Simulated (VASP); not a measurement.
Input of a VASP 6.6.1 run:

POSCAR

```
GaN
1.0
    1.4315295703     -5.3962518680      0.0000000000
    1.4315295703      5.3962518680      0.0000000000
    0.0000000000      0.0000000000      2.8822146307
Ga N
2 2
Direct
    0.3463929762      0.6536070238      0.7500000000
    0.6536070238      0.3463929762      0.2500000000
    0.8517000688      0.1482999312      0.2500000000
    0.1482999312      0.8517000688      0.7500000000
```

INCAR.step1

```
SYSTEM = GaN
PREC = Accurate
ENCUT = 520
ISMEAR = -1
SIGMA = 0.03
LREAL = .False.
LASPH = .True.
NELM = 60
NBANDS = 26
GGA = PE
ALGO = Normal
EDIFF = 1E-4
LWAVE = .True.
LCHARG = .False.
```

Contents of INCAR.step2:

```
SYSTEM = GaN
PREC = Accurate
ENCUT = 520
EDIFF = 1E-6
ISMEAR = -1
SIGMA = 0.03
LREAL = .False.
LASPH = .True.
NELM = 60
ALGO = Normal
ISIF = 2
LWAVE = .False.
LCHARG = .False.
METAGGA = R2SCAN
LMIXTAU = .True.
LUSE_VDW = .True.
IVDW_NL = 2
BPARAM = 11.95
CPARAM = 0.0093
NBANDS = 26
ISTART = 1
```

KPOINTS

```
regular mesh
0
Gamma
  10 10 10
  0 0 0
```

Potentials or basis: VASP PAW PBE potentials, release 64 (Ga_d, N).

Command:

```console
$ cat potpaw_PBE.64/Ga_d/POTCAR potpaw_PBE.64/N/POTCAR > POTCAR
$ cp INCAR.step1 INCAR
$ mpirun -np 1 vasp_std > vasp.out
$ cp INCAR.step2 INCAR
$ mpirun -np 1 vasp_std > vasp.out
```

(1) Estimate the pressure.

(2) What does it give for the largest force?

## Answers

(1) 1.0 GPa.

(2) 0.055 eV/Å.

Caveat: the PAW data sets were made with another functional, which shifts forces and pressure a little.
